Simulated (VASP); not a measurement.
# Li (I4_1/amd) in VASP: a series of runs, part 2 of 2

VASP 6.6.1. Earlier steps stand in the parts before.

**3. Single point, PBEsol**

Contents of INCAR:

```
SYSTEM = Li
  PREC = Accurate
  ENCUT = 520
  EDIFF = 1E-6
  ISMEAR = -1
  SIGMA = 0.1
  LREAL = .FALSE.
  LASPH = .TRUE.
  NELM = 100
  ALGO = Normal
  ISIF = 2
  LWAVE = .FALSE.
  LCHARG = .FALSE.
  GGA = PS
  NBANDS = 10
```

Contents of KPOINTS:

```
Automatic mesh
0
G
  20 20 20
  0 0 0
```

Contents of POSCAR:

```
Li
1.0
   -1.9050127401      1.9050127401      1.1203605420
    1.9050127401     -1.9050127401      1.1203605420
    1.9050127401      1.9050127401     -1.1203605420
Li
2
Direct
   -0.3750000000     -0.1250000000     -0.2500000000
    0.3750000000      0.1250000000      0.2500000000
```

Potentials or basis: VASP PAW PBE potentials, release 64 (Li_sv).

Launch:

```console
$ cat potpaw_PBE.64/Li_sv/POTCAR > POTCAR
$ mpirun -np 1 vasp_std > vasp.out
```

OUTCAR:

```text
SYSTEM = Li
   PREC = Accurate
   ENCUT = 520
   EDIFF = 1E-6
   ISMEAR = -1
   LREAL = .FALSE.
   LASPH = .TRUE.
   NELM = 100
   ISIF = 2
   GGA = PS

 ion  position               nearest neighbor table
   1  0.625  0.875  0.750-   2 1.99   2 1.99   2 1.99   2 1.99   2 2.54   2 2.54   2 2.54   2 2.54

   2  0.375  0.125  0.250-   1 1.99   1 1.99   1 1.99   1 1.99   1 2.54   1 2.54   1 2.54   1 2.54

  LATTYP: Found a body centered tetragonal cell.
 ALAT       =     3.8100254802
 C/A-ratio  =     0.5881118370

  Lattice vectors:

 A1 = (  -1.9050127401,   1.9050127401,   1.1203605420)
 A2 = (   1.9050127401,  -1.9050127401,   1.1203605420)
 A3 = (   1.9050127401,   1.9050127401,  -1.1203605420)

Analysis of symmetry for initial positions (statically):
=====================================================================
 Subroutine PRICEL returns:
 Original cell was already a primitive cell.

 Routine SETGRP: Setting up the symmetry group for a
 body centered tetragonal supercell.

 Subroutine GETGRP returns: Found 16 space group operations
[... 174 lines left out ...]
 k-point     1 :       0.0000    0.0000    0.0000
  band No.  band energies     occupation
      1     -41.1979      2.00000
      2     -40.3436      2.00000
      3       0.5294      2.00000
      4      11.6781      0.00000
      5      11.6782      0.00000
      6      15.3846      0.00000
      7      23.3464      0.00000
      8      27.1057      0.00000
      9      27.1800      0.00000
     10      28.6553      0.00000
[... 287 lines left out ...]
 k-point    24 :      -0.3500    0.0500    0.0000
  band No.  band energies     occupation
      1     -40.9065      2.00000
      2     -40.4090      2.00000
      3       2.0754      2.00000
      4       9.7302      0.00000
      5      11.9549      0.00000
      6      14.8095      0.00000
      7      18.7405      0.00000
      8      19.8827      0.00000
      9      23.7317      0.00000
     10      25.4160      0.00000

 [... further k-points ...]

------------------------ aborting loop because EDIFF is reached ----------------------------------------

  FORCE on cell =-STRESS in cart. coord.  units (eV):
  Direction    XX          YY          ZZ          XY          YZ          ZX
  --------------------------------------------------------------------------------------
  -------------------------------------------------------------------------------------
  Total        5.2375343      5.2375343      5.2387612     -0.0000000      0.0000000      0.0000000
  in kB      515.9693434    515.9693434    516.0902079     -0.0000000      0.0000000      0.0000000
  external PRESSURE =     516.0096315 kB  Pullay stress =       0.0000000 kB

 VOLUME and BASIS-vectors are now :
 -----------------------------------------------------------------------------
  energy-cutoff  :      520.00
  volume of cell :       16.26
      direct lattice vectors                 reciprocal lattice vectors
    -1.905012740  1.905012740  1.120360542     0.000000000  0.262465436  0.446284907
     1.905012740 -1.905012740  1.120360542     0.262465436  0.000000000  0.446284907
     1.905012740  1.905012740 -1.120360542     0.262465436  0.262465436  0.000000000

 POSITION                                       TOTAL-FORCE (eV/Angst)
 -----------------------------------------------------------------------------------
      1.90501      0.95251      0.84027         0.000000     -0.000000     -0.000000
      0.00000      0.95251      0.28009        -0.000000      0.000000      0.000000
 -----------------------------------------------------------------------------------
    total drift:                               -0.000000      0.000000      0.000000

  FREE ENERGIE OF THE ION-ELECTRON SYSTEM (eV)
  ---------------------------------------------------
  free  energy   TOTEN  =        -1.7689986869 eV

  energy  without entropy=       -1.7453368018  energy(sigma->0) =       -1.75716774
```

OSZICAR:

```text
N       E                     dE             d eps       ncg     rms          rms(c)
DAV:   1     0.224041398081E+02    0.22404E+02   -0.32488E+03 12940   0.656E+02
DAV:   2    -0.763040467655E+00   -0.23167E+02   -0.21647E+02 18658   0.117E+02
DAV:   3    -0.164328114053E+01   -0.88024E+00   -0.86307E+00 16346   0.238E+01
DAV:   4    -0.168218542264E+01   -0.38904E-01   -0.38772E-01 17568   0.282E+00
DAV:   5    -0.168243162769E+01   -0.24621E-03   -0.24615E-03 15818   0.204E-01    0.163E+00
DAV:   6    -0.172725185416E+01   -0.44820E-01   -0.20982E-02 13592   0.914E-01    0.106E+00
DAV:   7    -0.176833520864E+01   -0.41083E-01   -0.81995E-02 13080   0.166E+00    0.157E-01
DAV:   8    -0.176902289226E+01   -0.68768E-03   -0.26522E-03 16350   0.421E-01    0.404E-02
DAV:   9    -0.176898651136E+01    0.36381E-04   -0.15069E-04 15248   0.139E-01    0.438E-03
DAV:  10    -0.176899928352E+01   -0.12772E-04   -0.32354E-05 14944   0.525E-02    0.486E-03
DAV:  11    -0.176899868694E+01    0.59657E-06   -0.23896E-06 16252   0.116E-02
   1 F= -.17689987E+01 E0= -.17571677E+01  d E =-.236619E-01
```

stdout:

```text
POSCAR found type information on POSCAR Li
 POSCAR found :  1 types and       2 ions
 scaLAPACK will be used
 -----------------------------------------------------------------------------
|                                                                             |
|                                                                             |
|     You enforced a specific xc type in the INCAR file but a different       |
|     I HOPE YOU KNOW WHAT YOU ARE DOING!                                     |
|                                                                             |
 -----------------------------------------------------------------------------

 LDA part: xc-table for (Slater+PW92), standard interpolation
 POSCAR, INCAR and KPOINTS ok, starting setup
 FFT: planning ... GRIDC
 FFT: planning ... GRID_SOFT
 FFT: planning ... GRID
 WAVECAR not read
 entering main loop
```

Wall time 1.8 min (1 thread of Intel Xeon Platinum 8375C at 2.90GHz (Ice Lake), shared host); peak memory 0.19 GiB.

Results:

```
Free energy            : -1.7690 eV
Band gap on the k mesh : zero (band 3 reaches 5.84 eV, above the bottom of band 4 at 3.00 eV)
```

Levels at points of the mesh, in eV from the Fermi level:
| k point | band 1 | band 2 | band 3 | band 4 | band 5 | band 6 | band 7 |
| --- | --- | --- | --- | --- | --- | --- | --- |
| (0.00, 0.00, 0.00) | -45.40 | -44.54 | -3.67 | 7.48 | 7.48 | 11.18 | 19.15 |
| (0.50, 0.00, 0.00) | -44.96 | -44.64 | -0.50 | 4.36 | 7.56 | 9.78 | 10.30 |
| (0.50, 0.50, 0.00) | -44.95 | -44.95 | -1.20 | -1.20 | 12.43 | 12.43 | 18.87 |
| (0.50, 0.50, 0.50) | -44.92 | -44.92 | -1.06 | -1.06 | 7.64 | 7.64 | 18.82 |

Caveat: the cutoff is under 1.25 times the usual one of these potentials, so pressure, stress and relaxed cells hold a basis-set (Pulay) error; the PAW data sets were made with another functional, which shifts forces and pressure a little.

**4. Relaxation of cell and atoms, PBEsol, target pressure 52 GPa, at which the enthalpy is minimised**

Contents of INCAR:

```
ALGO = Normal
EDIFF = 1E-7
EDIFFG = -0.005
ENCUT = 600
GGA = PS
IBRION = 2
ISIF = 3
ISMEAR = -1
LASPH = T
LCHARG = F
LREAL = F
LWAVE = F
NELM = 60
NSW = 32
PREC = Accurate
PSTRESS = 520.0
SIGMA = 0.1
```

Contents of KPOINTS:

```
k-points
0
Gamma
  20 20 20
```

Contents of POSCAR:

```
Li
1.0
   -1.9050066515      1.9050066515      1.1202673011
    1.9050066515     -1.9050066515      1.1202673011
    1.9050066515      1.9050066515     -1.1202673011
Li
2
Direct
   -0.3750000000     -0.1250000000     -0.2500000000
    0.3750000000      0.1250000000      0.2500000000
```

Launch:

```console
$ cat potpaw_PBE.64/Li_sv/POTCAR > POTCAR
$ mpirun -np 1 vasp_std > vasp.out
```

Run time: 2.6 min. Hardware: 1 thread of Intel Xeon Platinum 8375C at 2.90GHz (Ice Lake), shared host; peak memory 0.18 GiB.

It converged, with:

- Free energy: -1.7551 eV
- Relaxed volume: 8.10 Å³/atom
- Relaxed cell: a = 2.914 Å, b = 2.914 Å, c = 2.914 Å, α = 98.48°, β = 98.48°, γ = 134.84°
- Space group after relaxing (to 0.05 Å): I4_1/amd (No. 141)
- Energy change on relaxing (the enthalpy is what falls): +9.1 meV/atom
- Ionic steps: 2
- Pressure after relaxing: 52.0 GPa
- Band gap on the k mesh: zero (band 3 reaches 5.86 eV, above the bottom of band 4 at 3.02 eV)

Stress tensor (GPa, compression positive):
```
51.98  0.00  0.00
 0.00 51.98  0.00
 0.00  0.00 52.06
```

Step by step:
```
step  energy change (eV)  largest force (eV/Å)  pressure (GPa)  volume (Å³)
   1              0.0000                0.0000           51.53        16.26
   2              0.0182                0.0000           52.01        16.21
```

Final structure:
```xyz
2
Lattice="-1.9028 1.9028 1.1190 1.9028 -1.9028 1.1190 1.9028 1.9028 -1.1190" Properties=species:S:1:pos:R:3 pbc="T T T"
Li    1.9028    0.9514    0.8393
Li    0.0000    0.9514    0.2798
```

Levels at points of the mesh, in eV from the Fermi level:
| k point | band 1 | band 2 | band 3 | band 4 | band 5 | band 6 |
| --- | --- | --- | --- | --- | --- | --- |
| (0.00, 0.00, 0.00) | -45.39 | -44.53 | -3.67 | 7.49 | 7.49 | 11.21 |
| (0.50, 0.00, 0.00) | -44.95 | -44.63 | -0.50 | 4.37 | 7.57 | 9.80 |
| (0.50, 0.50, 0.00) | -44.94 | -44.94 | -1.20 | -1.20 | 12.45 | 12.45 |
| (0.50, 0.50, 0.50) | -44.91 | -44.91 | -1.06 | -1.06 | 7.66 | 7.66 |

Caveat: the cutoff is under 1.25 times the usual one of these potentials, so pressure, stress and relaxed cells hold a basis-set (Pulay) error; the cell is relaxed towards a set pressure, so the enthalpy falls and the energy may rise; the PAW data sets were made with another functional, which shifts forces and pressure a little.
